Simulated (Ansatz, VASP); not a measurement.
# Two plane-wave programs on Si4O7

Contents of INCAR:

```
SYSTEM = Si4O7
PREC = Accurate
ENCUT = 520
EDIFF = 1E-6
ISMEAR = 0
SIGMA = 0.05
LREAL = .False.
LASPH = .True.
NELM = 80
ALGO = Normal
ISIF = 2
LWAVE = .False.
LCHARG = .False.
GGA = CA
NBANDS = 40
```

File KPOINTS:

```
Automatic mesh
0
Gamma
  6 6 6
  0 0 0
```

File POSCAR:

```
Si4O7
1.0
    0.0000000000      4.1548619959     -2.6614337333
    0.0000000000     -4.1548619959     -2.6614337333
   -4.1548619959      0.0000000000      2.6614337333
Si O
4 7
Direct
    0.2500000000      0.7500000000      0.5000000000
    0.7500000000      0.2500000000      0.5000000000
    0.0000000000      0.0000000000      1.0000000000
    0.5000000000      0.5000000000      1.0000000000
    1.0000000000      0.3055647994      0.3055647994
    0.5555647994      0.7500000000      0.8055647994
    0.0555647994      0.2500000000      0.8055647994
    0.0000000000      0.6944352006      0.6944352006
    0.4149061050      0.2430440008      0.6579501057
    0.9444352006      0.7500000000      0.1944352006
    0.4444352006      0.2500000000      0.1944352006
```

Input for Ansatz:

```yaml
crystal:
  lattice:
    - [0.0, 4.1548619959, -2.6614337333]
    - [0.0, -4.1548619959, -2.6614337333]
    - [-4.1548619959, 0.0, 2.6614337333]
  atoms:
    - { symbol: Si, position: [0.25, 0.75, 0.5] }
    - { symbol: Si, position: [0.75, 0.25, 0.5] }
    - { symbol: Si, position: [0.0, 0.0, 1.0] }
    - { symbol: Si, position: [0.5, 0.5, 1.0] }
    - { symbol: O, position: [1.0, 0.3055647994, 0.3055647994] }
    - { symbol: O, position: [0.5555647994, 0.75, 0.8055647994] }
    - { symbol: O, position: [0.0555647994, 0.25, 0.8055647994] }
    - { symbol: O, position: [0.0, 0.6944352006, 0.6944352006] }
    - { symbol: O, position: [0.414906105, 0.2430440008, 0.6579501057] }
    - { symbol: O, position: [0.9444352006, 0.75, 0.1944352006] }
    - { symbol: O, position: [0.4444352006, 0.25, 0.1944352006] }
basis:
  ecutwfc: 420
kpoints:
  mp_grid: { grid: [6, 6, 6] }
hamiltonian:
  xc: lda
  pseudopotentials: { kind: paw, azcp: { folder: soft_1 } }
scf:
  occupations: { method: gaussian, width: 0.05 }
output:
  forces: true
  stress: true
  eigenvalues: true
  write_density: true
  write_potential: true
  elf: true
  volumetric_format: npy
```

Change from the starting cell: O vacancy; atom 9 moved -0.125 of the way to it and -0.500 Å across, host rigid.

Alike in both runs: task single point; functional LDA; k mesh 6 × 6 × 6; occupations gaussian, width 0.05 eV; no spin polarisation.

|  | VASP | Ansatz |
| --- | --- | --- |
| version | VASP 6.6.1 | Ansatz 0.2.0 |
| potentials or method | VASP PAW LDA potentials, release 64 (Si, O), cutoff 520 eV | scalar-relativistic, plane waves, PAW |
| valence electrons in the cell | 58 | 58 |

```tsv
	VASP	Ansatz	Ansatz less VASP
gap on the k mesh at the Fermi level (eV)	2.11	2.12	+0.006
least direct gap on the mesh (eV)	2.42	2.42	+0.008
pressure (GPa)	3.9	3.0	-0.95
traceless stress, the component that is largest in VASP (GPa)	5.63	5.68	+0.050
rms of the force components (eV/Å)	1.848	1.824	-0.0238
```

Ansatz warns that its potentials were made for another functional, while VASP's fit it. LDA's correlation is that of Perdew and Zunger in VASP and of Perdew and Wang (1992) in Ansatz. Atom by atom the forces differ by 0.041 eV/Å (rms over components).
